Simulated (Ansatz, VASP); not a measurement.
HfO2: VASP beside Ansatz

Contents of INCAR:

```
PREC = Accurate
ENCUT = 600
EDIFF = 1E-6
ISMEAR = -1
SIGMA = 0.001
LREAL = False
LASPH = True
NELM = 120
ALGO = Normal
ISIF = 2
LWAVE = False
LCHARG = False
GGA = PE
NBANDS = 18
GGA_COMPAT = False
```

The input KPOINTS:

```
regular mesh
0
Gamma
  6 6 6
```

POSCAR

```
HfO2
1.0
    0.0000000000      2.5291823194      2.5291823194
    2.5291823194      0.0000000000      2.5291823194
    2.5291823194      2.5291823194      0.0000000000
Hf O
1 2
Direct
    0.0000000000      0.0000000000      0.0000000000
    0.2500000000      0.2500000000      0.2500000000
    0.7500000000      0.7500000000      0.7500000000
```

Input for Ansatz:

```yaml
crystal:
  lattice:
    - [0.0, 2.5291823194, 2.5291823194]
    - [2.5291823194, 0.0, 2.5291823194]
    - [2.5291823194, 2.5291823194, 0.0]
  atoms:
    - { symbol: Hf, position: [0.0, 0.0, 0.0] }
    - { symbol: O, position: [0.25, 0.25, 0.25] }
    - { symbol: O, position: [0.75, 0.75, 0.75] }
kpoints:
  mp_grid: { grid: [6, 6, 6] }
hamiltonian:
  xc: pbe
scf:
  occupations: { method: fermi_dirac, width: 0.001 }
  n_extra_bands: 4
output:
  forces: true
  stress: true
  eigenvalues: true
```

Alike in both runs: task single point; functional PBE; k mesh 6 × 6 × 6; occupations fermi-dirac, width 0.001 eV; no spin polarisation.

|  | VASP | Ansatz |
| --- | --- | --- |
| version | VASP 6.6.1 | Ansatz 0.2.0 |
| potentials or method | VASP PAW PBE potentials, release 64 (Hf_pv, O) | plane waves |
| plane-wave cutoff (eV) | 600 | 420 |
| valence electrons in the cell | 22 | 38 |

Ansatz gave:

```
gap on the k mesh at the Fermi level (eV) : 3.80
pressure (GPa)                            : 6.0
```

Question: What did VASP give for the same quantities?

Answer: gap on the k mesh at the Fermi level (eV): 3.82; pressure (GPa): 1.9.

One of these differences is far larger than is usual between the two programs; its cause wasn't traced. VASP's potentials hold 22 valence electrons a cell and Ansatz's 38, so a difference there can come from the potentials and not from the codes.

Neither program's run includes spin-orbit coupling.
